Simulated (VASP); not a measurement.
# Ge (Fd-3m) in VASP: a series of runs

The runs below take Ge through single point, with PBE.

All numbers are computed with VASP 6.6.1; they aren't measurements. Logs are shortened: lines on timing, memory, paths and dates and some standing lists are left out, and cuts for length are marked.

### Step 1. The cell of the first run

It takes space group Fd-3m (No. 227, cubic). The conventional cell has a = 5.639 Å, b = 5.639 Å, c = 5.639 Å, α = 90.00°, β = 90.00°, γ = 90.00°. Ge (site symmetry -43m) has 4 Ge at 2.44 Å within 3.2 Å.

### Step 2. Single point, PBE (volume scaled by 0.99)

INCAR reads:

```
  ALGO = Normal
  EDIFF = 1E-7
  ENCUT = 520
  GGA = PE
  ISIF = 2
  ISMEAR = -1
  LASPH = True
  LCHARG = False
  LREAL = False
  LWAVE = False
  NBANDS = 21
  NELM = 80
  PREC = Accurate
  SIGMA = 0.05
```

KPOINTS reads:

```
k-points
0
Gamma
  10 10 10
```

POSCAR reads:

```
Ge
1.0
    0.0000000000      2.8193091601      2.8193091601
    2.8193091601      0.0000000000      2.8193091601
    2.8193091601      2.8193091601      0.0000000000
Ge
2
Direct
    0.5000000000      0.5000000000      0.5000000000
    0.7500000000      0.7500000000      0.7500000000
```

Potentials or basis: VASP PAW PBE potentials, release 64 (Ge_d).

The run is started by

```
> cat potpaw_PBE.64/Ge_d/POTCAR > POTCAR
> mpirun -np 1 vasp_std > vasp.out
```

OUTCAR:

```text
EDIFF = 1E-7
   ENCUT = 520
   GGA = PE
   ISIF = 2
   ISMEAR = -1
   LASPH = True
   LREAL = False
   NELM = 80
   PREC = Accurate

 ion  position               nearest neighbor table
   1  0.500  0.500  0.500-   2 2.44   2 2.44   2 2.44   2 2.44
   2  0.750  0.750  0.750-   1 2.44   1 2.44   1 2.44   1 2.44

  LATTYP: Found a face centered cubic cell.
 ALAT       =     5.6386183202

  Lattice vectors:

 A1 = (   0.0000000000,   2.8193091601,   2.8193091601)
 A2 = (   2.8193091601,   0.0000000000,   2.8193091601)
 A3 = (   2.8193091601,   2.8193091601,   0.0000000000)

Analysis of symmetry for initial positions (statically):
=====================================================================
 Subroutine PRICEL returns:
 Original cell was already a primitive cell.

 Routine SETGRP: Setting up the symmetry group for a
 face centered cubic supercell.

 Subroutine GETGRP returns: Found 48 space group operations
 (whereof 24 operations were pure point group operations)
 out of a pool of 48 trial point group operations.

The static configuration has the point symmetry T_d .
 The point group associated with its full space group is O_h .

Analysis of symmetry for dynamics (positions and initial velocities):
=====================================================================
 Subroutine PRICEL returns:
 Original cell was already a primitive cell.

 Routine SETGRP: Setting up the symmetry group for a
 face centered cubic supercell.

 Subroutine GETGRP returns: Found 48 space group operations
 (whereof 24 operations were pure point group operations)
 out of a pool of 48 trial point group operations.

The dynamic configuration has the point symmetry T_d .
 The point group associated with its full space group is O_h .

 Subroutine INISYM returns: Found 48 space group operations
 (whereof 24 operations are pure point group operations),
 and found     1 'primitive' translations

----------------------------------------------------------------------------------------

                                     Primitive cell

  volume of cell :      44.8186

  direct lattice vectors                    reciprocal lattice vectors
     0.000000000  2.819309160  2.819309160    -0.177348411  0.177348411  0.177348411
     2.819309160  0.000000000  2.819309160     0.177348411 -0.177348411  0.177348411
     2.819309160  2.819309160  0.000000000     0.177348411  0.177348411 -0.177348411

  length of vectors
     3.987105251  3.987105251  3.987105251     0.307176459  0.307176459  0.307176459

  position of ions in fractional coordinates (direct lattice)
     0.500000000  0.500000000  0.500000000
     0.750000000  0.750000000  0.750000000

  ion indices of the primitive-cell ions
   primitive index   ion index
                 1           1
                 2           2

----------------------------------------------------------------------------------------

 KPOINTS: k-points

Automatic generation of k-mesh.
 Grid dimensions read from file:
 generate k-points for:   10   10   10

 Generating k-lattice:

  Cartesian coordinates                     Fractional coordinates (reciprocal lattice)
    -0.017734841  0.017734841  0.017734841     0.100000000  0.000000000  0.000000000
     0.017734841 -0.017734841  0.017734841     0.000000000  0.100000000  0.000000000
     0.017734841  0.017734841 -0.017734841     0.000000000  0.000000000  0.100000000

  Length of vectors
     0.030717646  0.030717646  0.030717646

  Shift w.r.t. Gamma in fractional coordinates (k-lattice)
     0.000000000  0.000000000  0.000000000

 Subroutine IBZKPT returns following result:
 ===========================================

 Found     47 irreducible k-points:

 Following reciprocal coordinates:
            Coordinates               Weight
  0.000000  0.000000  0.000000      1.000000
  0.100000  0.000000  0.000000      8.000000
  0.200000  0.000000  0.000000      8.000000
  0.300000  0.000000  0.000000      8.000000
  0.400000  0.000000  0.000000      8.000000
  0.500000  0.000000  0.000000      4.000000
[... 16 lines left out ...]
  0.300000  0.300000  0.000000      6.000000
  0.400000  0.300000  0.000000     24.000000
 [... further k-points ...]
   k-points           NKPTS =     47   k-points in BZ     NKDIM =     47   number of bands    NBANDS=     21
   number of dos      NEDOS =    301   number of ions     NIONS =      2
   total plane-waves  NPLWV =  27000
   dimension x,y,z NGX =    30 NGY =   30 NGZ =   30
   dimension x,y,z NGXF=    60 NGYF=   60 NGZF=   60
   ions per type =               2
   NGX,Y,Z   is equivalent  to a cutoff of  12.51, 12.51, 12.51 a.u.
   NGXF,Y,Z  is equivalent  to a cutoff of  25.02, 25.02, 25.02 a.u.
 SYSTEM =  unknown system
   PREC   = accura    normal or accurate (medium, high low for compatibility)
   ISTART =      0    job   : 0-new  1-cont  2-samecut
   ICHARG =      2    charge: 1-file 2-atom 10-const
   ISPIN  =      1    spin polarized calculation?
   LNONCOLLINEAR =      F non collinear calculations
   LSORBIT =      F    spin-orbit coupling
   LASPH  =      T    aspherical Exc in radial PAW
   ENCUT  =  520.0 eV  38.22 Ry    6.18 a.u.   7.41  7.41  7.41*2*pi/ulx,y,z
   NELM   =     80;   NELMIN=  2; NELMDL= -5     # of ELM steps
   EDIFF  = 0.1E-06   stopping-criterion for ELM
   LREAL  =      F    real-space projection
   EDIFFG = 0.1E-05   stopping-criterion for IOM
   NSW    =      0    number of steps for IOM
   IBRION =     -1    ionic relax: 0-MD 1-quasi-New 2-CG
   NFREE  =      0    steps in history (QN), initial steepest desc. (CG)
   ISIF   =      2    stress and relaxation
   ISYM   =      2    0-nonsym 1-usesym 2-fastsym
   POTIM  = 0.5000    time-step for ionic-motion
   TEBEG  =    0.0;   TEEND  =   0.0 temperature during run
   PSTRESS=    0.0 pullay stress
   NELECT =      28.0000    total number of electrons
   NUPDOWN=      -1.0000    fix difference up-down
   EMIN   =  10.00;   EMAX   =-10.00  energy-range for DOS
   EFERMI =   0.00;   METHOD = LEGACY
   ISMEAR =    -1;   SIGMA  =   0.05  broadening in eV -4-tet -1-fermi 0-gaus
   EFERMI_NEDOS =   21; number of points for ismear=-14 and -15
   IALGO  =     38    algorithm
   IMIX   =      4    mixing-type and parameters
     AMIX     =   0.40;   BMIX     =  1.00
     AMIX_MAG =   1.60;   BMIX_MAG =  1.00
  volume/ion in A,a.u.               =      22.41       151.23
  Fermi-wavevector in a.u.,A,eV,Ry     =   1.399506  2.644683 26.648608  1.958617
  Thomas-Fermi vector in A             =   2.522559
   LORBIT       =      0    0 simple, 1 ext, 2 COOP (PROOUT), +10 PAW based schemes
   GGA     = PE    functional components
   LHFCALC =     F    Hartree Fock is set to
   AEXX    =    0.0000 exact exchange contribution
   IVDW    =     0    specifies the selected vdW correction
   LEPSILON=     F    determine dielectric tensor
   LRPA    =     F    only Hartree local field effects (RPA)
 non-spin polarized calculation
  energy-cutoff  :      520.00
  volume of cell :       44.82
 maximum number of plane-waves:      1243
 NGX is ok and might be reduce to    30
   NGX = 15   NGY = 15   NGZ = 15

 number of electron      28.0000029 magnetization

 Free energy of the ion-electron system (eV)
  ---------------------------------------------------
  ext. energy  EPLUGINS =         0.00000000
  ---------------------------------------------------
  free energy    TOTEN  =        -8.99532344 eV

  energy without entropy =       -8.99494715  energy(sigma->0) =       -8.99513529

 E-fermi :   5.1690     XC(G=0):  -9.9730

 val. band max:        5.0925140684   @ k =   0.0000   0.0000   0.0000
 cond. band min:       5.2207303928   @ k =   0.0000   0.0000   0.0000
 fundamental gap:      0.1282163243
 Fermi energy:         5.1690194727

 k-point     1 :       0.0000    0.0000    0.0000
  band No.  band energies     occupation
      1     -19.7376      2.00000
      2     -19.7376      2.00000
      3     -19.7376      2.00000
      4     -19.7006      2.00000
      5     -19.7006      2.00000
      6     -19.4845      2.00000
[... 13 lines left out ...]
     20      14.6026      0.00000
     21      14.6026      0.00000

 k-point     2 :       0.1000    0.0000    0.0000
  band No.  band energies     occupation
      1     -19.7435      2.00000
      2     -19.7435      2.00000
      3     -19.7359      2.00000
      4     -19.6924      2.00000
      5     -19.6924      2.00000
      6     -19.4933      2.00000
[... 13 lines left out ...]
     20      13.8827      0.00000
     21      13.8827      0.00000

 k-point     3 :       0.2000    0.0000    0.0000
  band No.  band energies     occupation
      1     -19.7526      2.00000
      2     -19.7526      2.00000
      3     -19.7315      2.00000
      4     -19.6778      2.00000
      5     -19.6778      2.00000
      6     -19.5054      2.00000
[... 13 lines left out ...]
     20      13.3743      0.00000
     21      13.3743      0.00000

 k-point     4 :       0.3000    0.0000    0.0000
  band No.  band energies     occupation
      1     -19.7589      2.00000
      2     -19.7589      2.00000
      3     -19.7259      2.00000
      4     -19.6658      2.00000
      5     -19.6658      2.00000
      6     -19.5142      2.00000
[... 13 lines left out ...]
     20      13.7577      0.00000
     21      13.7577      0.00000

 k-point     5 :       0.4000    0.0000    0.0000
  band No.  band energies     occupation
      1     -19.7618      2.00000
      2     -19.7618      2.00000
      3     -19.7214      2.00000
      4     -19.6594      2.00000
      5     -19.6594      2.00000
      6     -19.5183      2.00000
[... 13 lines left out ...]
     20      15.0088      0.00000
     21      15.0088      0.00000
[... 382 lines left out ...]
     20      14.4952      0.00000
     21      16.5225      0.00000

 k-point    22 :      -0.2000    0.2000    0.0000
  band No.  band energies     occupation
      1     -19.7680      2.00000
      2     -19.7674      2.00000
      3     -19.7098      2.00000
      4     -19.6672      2.00000
      5     -19.6432      2.00000
      6     -19.5398      2.00000
[... 13 lines left out ...]
     20      15.0148      0.00000
     21      15.5771      0.00000

 k-point    23 :       0.3000    0.3000    0.0000
  band No.  band energies     occupation
      1     -19.7614      2.00000
      2     -19.7614      2.00000
      3     -19.7385      2.00000
      4     -19.6511      2.00000
      5     -19.6082      2.00000
      6     -19.5971      2.00000
[... 13 lines left out ...]
     20      16.1444      0.00000
     21      16.3767      0.00000

 k-point    24 :       0.4000    0.3000    0.0000
  band No.  band energies     occupation
      1     -19.7720      2.00000
      2     -19.7661      2.00000
      3     -19.7215      2.00000
      4     -19.6356      2.00000
      5     -19.6152      2.00000
      6     -19.5906      2.00000
[... 13 lines left out ...]
     20      16.8316      0.00000
     21      16.8996      0.00000

 [... further k-points ...]
[... 5 lines left out ...]
  --------------------------------------------------------------------------------------
  -------------------------------------------------------------------------------------
  Total        1.2179080      1.2179080      1.2179080     -0.0000000     -0.0000000      0.0000000
  in kB       43.5378500     43.5378500     43.5378500     -0.0000000     -0.0000000      0.0000000
  external PRESSURE =      43.5378500 kB  Pullay stress =       0.0000000 kB

 VOLUME and BASIS-vectors are now :
 -----------------------------------------------------------------------------
  energy-cutoff  :      520.00
  volume of cell :       44.82
      direct lattice vectors                 reciprocal lattice vectors
     0.000000000  2.819309160  2.819309160    -0.177348411  0.177348411  0.177348411
     2.819309160  0.000000000  2.819309160     0.177348411 -0.177348411  0.177348411
     2.819309160  2.819309160  0.000000000     0.177348411  0.177348411 -0.177348411

 POSITION                                       TOTAL-FORCE (eV/Angst)
 -----------------------------------------------------------------------------------
      2.81931      2.81931      2.81931         0.000000      0.000000      0.000000
      4.22896      4.22896      4.22896        -0.000000     -0.000000     -0.000000
 -----------------------------------------------------------------------------------
    total drift:                                0.000000     -0.000000     -0.000000

  FREE ENERGIE OF THE ION-ELECTRON SYSTEM (eV)
  ---------------------------------------------------
  free  energy   TOTEN  =        -8.9953234363 eV

  energy  without entropy=       -8.9949471526  energy(sigma->0) =       -8.99513529
```

It took 18 s on 1 thread of Intel Xeon 6975P-C (Granite Rapids), shared host; peak memory 0.18 GiB.

Results:

| Item | Value |
| --- | --- |
| Free energy | -8.9953 eV |
| Pressure | 4.4 GPa |
| Band gap on the k mesh | 0.13 eV, direct |

 A k mesh can miss the band edges.

### Step 3. Single point, PBE (volume scaled by 1.01)

INCAR reads:

```
SYSTEM = Ge
PREC = Accurate
ENCUT = 520
EDIFF = 1E-6
ISMEAR = -1
SIGMA = 0.05
LREAL = .FALSE.
LASPH = .TRUE.
NELM = 100
ALGO = Normal
ISIF = 2
LWAVE = .FALSE.
LCHARG = .FALSE.
GGA = PE
NBANDS = 21
```

KPOINTS reads:

```
Automatic mesh
0
G
  10 10 10
  0 0 0
```

POSCAR reads:

```
Ge
1.0
    0.0000000000      2.8381679760      2.8381679760
    2.8381679760      0.0000000000      2.8381679760
    2.8381679760      2.8381679760      0.0000000000
Ge
2
Direct
    0.5000000000      0.5000000000      0.5000000000
    0.7500000000      0.7500000000      0.7500000000
```

Potentials or basis: VASP PAW PBE potentials, release 64 (Ge_d).

The run is started by

```
> cat potpaw_PBE.64/Ge_d/POTCAR > POTCAR
> mpirun -np 1 vasp_std > vasp.out
```

Wall time 19 s (1 thread of Intel Xeon 6975P-C (Granite Rapids), shared host); peak memory 0.17 GiB.

It converged, with:

```yaml
Free_energy: -9.0159 eV
Pressure: 2.8 GPa
Band_gap_on_the_k_mesh: zero (filled and empty bands touch)
```

Levels at points of the mesh, in eV from the Fermi level:
```
           k point  band 10  band 11  band 12  band 13  band 14  band 15  band 16  band 17  band 18  band 19
(0.00, 0.00, 0.00)   -24.58   -12.73    -0.08    -0.03    -0.03    -0.03     2.52     2.52     2.52     6.37
(0.50, 0.00, 0.00)   -24.55   -10.66    -7.58    -1.42    -1.42     0.13     3.72     3.72     7.10    10.48
(0.50, 0.50, 0.00)   -24.54    -8.88    -8.88    -3.07    -3.07     0.74     0.74     9.41     9.41    11.48
```

### Step 4. Single point, PBE (volume scaled by 1.02)

INCAR reads:

```
PREC     = Accurate       # precision mode
ENCUT    = 520            # plane-wave cutoff, eV
EDIFF    = 1E-6           # SCF threshold, eV
ISMEAR   = -1             # smearing method
SIGMA    = 0.05           # smearing width, eV
LREAL    = F              # projectors in reciprocal space
LASPH    = T              # aspherical terms in the spheres
NELM     = 60             # most SCF steps
ALGO     = Normal         # electronic algorithm
ISIF     = 2              # what is computed and relaxed
LWAVE    = F              # write WAVECAR
LCHARG   = F              # write CHGCAR
GGA      = PE             # functional
NBANDS   = 21             # bands
```

KPOINTS reads:

```
Automatic mesh
0
Gamma
  10 10 10
```

POSCAR reads:

```
Ge
1.0
    0.0000000000      2.8475041221      2.8475041221
    2.8475041221      0.0000000000      2.8475041221
    2.8475041221      2.8475041221      0.0000000000
Ge
2
Direct
    0.5000000000      0.5000000000      0.5000000000
    0.7500000000      0.7500000000      0.7500000000
```

The run is started by

```
> cat potpaw_PBE.64/Ge_d/POTCAR > POTCAR
> mpirun -np 1 vasp_std > vasp.out
```

It took 18 s on 1 thread of Intel Xeon 6975P-C (Granite Rapids), shared host; peak memory 0.17 GiB.

It converged, with:

```
Free energy            : -9.0232 eV
Pressure               : 2.1 GPa
Band gap on the k mesh : zero (filled and empty bands touch)
```

Levels at points of the mesh, in eV from the Fermi level:
```csv
k point,band 10,band 11,band 12,band 13,band 14,band 15,band 16,band 17,band 18,band 19
"(0.00, 0.00, 0.00)",-24.55,-12.64,-0.16,-0.01,-0.01,-0.01,2.53,2.53,2.53,6.37
"(0.50, 0.00, 0.00)",-24.53,-10.60,-7.52,-1.39,-1.39,0.11,3.72,3.72,7.11,10.43
"(0.50, 0.50, 0.00)",-24.52,-8.83,-8.83,-3.02,-3.02,0.77,0.77,9.34,9.34,11.40
```

### Step 5. Single point, PBE (volume scaled by 1.04)

INCAR reads:

```
SYSTEM = Ge
PREC = Accurate
ENCUT = 520
EDIFF = 1E-6
ISMEAR = -1
SIGMA = 0.05
LREAL = .False.
LASPH = .True.
NELM = 100
ALGO = Normal
ISIF = 2
LWAVE = .False.
LCHARG = .False.
GGA = PE
NBANDS = 21
```

KPOINTS reads:

```
regular mesh
0
Gamma
  10 10 10
  0 0 0
```

POSCAR reads:

```
Ge
1.0
    0.0000000000      2.8659949267      2.8659949267
    2.8659949267      0.0000000000      2.8659949267
    2.8659949267      2.8659949267      0.0000000000
Ge
2
Direct
    0.5000000000      0.5000000000      0.5000000000
    0.7500000000      0.7500000000      0.7500000000
```

The run is started by

```
> cat potpaw_PBE.64/Ge_d/POTCAR > POTCAR
> mpirun -np 1 vasp_std > vasp.out
```

It took 18 s on 1 thread of Intel Xeon 6975P-C (Granite Rapids), shared host; peak memory 0.18 GiB.

It converged, with:

* Free energy: -9.0320 eV
* Pressure: 0.8 GPa
* Band gap on the k mesh: zero (filled and empty bands touch)

Levels at points of the mesh, in eV from the Fermi level:
| k point | band 10 | band 11 | band 12 | band 13 | band 14 | band 15 | band 16 | band 17 | band 18 | band 19 |
| --- | --- | --- | --- | --- | --- | --- | --- | --- | --- | --- |
| (0.00, 0.00, 0.00) | -24.52 | -12.47 | -0.31 | 0.01 | 0.01 | 0.01 | 2.55 | 2.55 | 2.55 | 6.34 |
| (0.50, 0.00, 0.00) | -24.49 | -10.48 | -7.41 | -1.34 | -1.34 | 0.08 | 3.74 | 3.74 | 7.12 | 10.33 |
| (0.50, 0.50, 0.00) | -24.48 | -8.73 | -8.73 | -2.93 | -2.93 | 0.81 | 0.81 | 9.20 | 9.20 | 11.23 |

### Step 6. Single point, PBE (volume scaled by 1.06)

INCAR reads:

```
  PREC = Accurate
  ENCUT = 520
  EDIFF = 1E-7
  ISMEAR = -1
  SIGMA = 0.05
  LREAL = F
  LASPH = T
  NELM = 100
  ALGO = Normal
  ISIF = 2
  LWAVE = F
  LCHARG = F
  GGA = PE
  NBANDS = 21
```

KPOINTS reads:

```
regular mesh
0
Gamma
  10 10 10
```

POSCAR reads:

```
Ge
1.0
    0.0000000000      2.8842501637      2.8842501637
    2.8842501637      0.0000000000      2.8842501637
    2.8842501637      2.8842501637      0.0000000000
Ge
2
Direct
    0.5000000000      0.5000000000      0.5000000000
    0.7500000000      0.7500000000      0.7500000000
```

Potentials or basis: VASP PAW PBE potentials, release 64 (Ge_d).

The run is started by

```
> cat potpaw_PBE.64/Ge_d/POTCAR > POTCAR
> mpirun -np 1 vasp_std > vasp.out
```

Run time: 17 s. Hardware: 1 thread of Intel Xeon 6975P-C (Granite Rapids), shared host; peak memory 0.18 GiB.

It converged, with:

```yaml
Free_energy: -9.0340 eV
Pressure: -0.3 GPa
Band_gap_on_the_k_mesh: zero (filled and empty bands touch)
```

Levels at points of the mesh, in eV from the Fermi level:
```tsv
k point	band 12	band 13	band 14	band 15	band 16	band 17
(0.00, 0.00, 0.00)	-0.45	0.03	0.03	0.03	2.56	2.56
(0.50, 0.00, 0.00)	-7.31	-1.28	-1.28	0.05	3.75	3.75
(0.50, 0.50, 0.00)	-8.64	-2.84	-2.84	0.86	0.86	9.08
```

### Step 7. The runs side by side

| cell | gap on the mesh (eV) | pressure (GPa) |
| --- | --- | --- |
| a = 3.987 Å, angles 60.0°, 2 atoms | 0.13 | 4.4 |
| a = 4.014 Å, angles 60.0°, 2 atoms | none | 2.8 |
| a = 4.027 Å, angles 60.0°, 2 atoms | none | 2.1 |
| a = 4.053 Å, angles 60.0°, 2 atoms | none | 0.8 |
| a = 4.079 Å, angles 60.0°, 2 atoms | none | -0.3 |

Alike in all rows: task single point; level PBE; potentials or basis VASP PAW PBE potentials, release 64 (Ge_d); no spin polarisation; k mesh 10 × 10 × 10; cutoff (eV) 520; smearing fermi-dirac 0.05 eV.

Absolute energies hang on the potentials; compare differences alone.
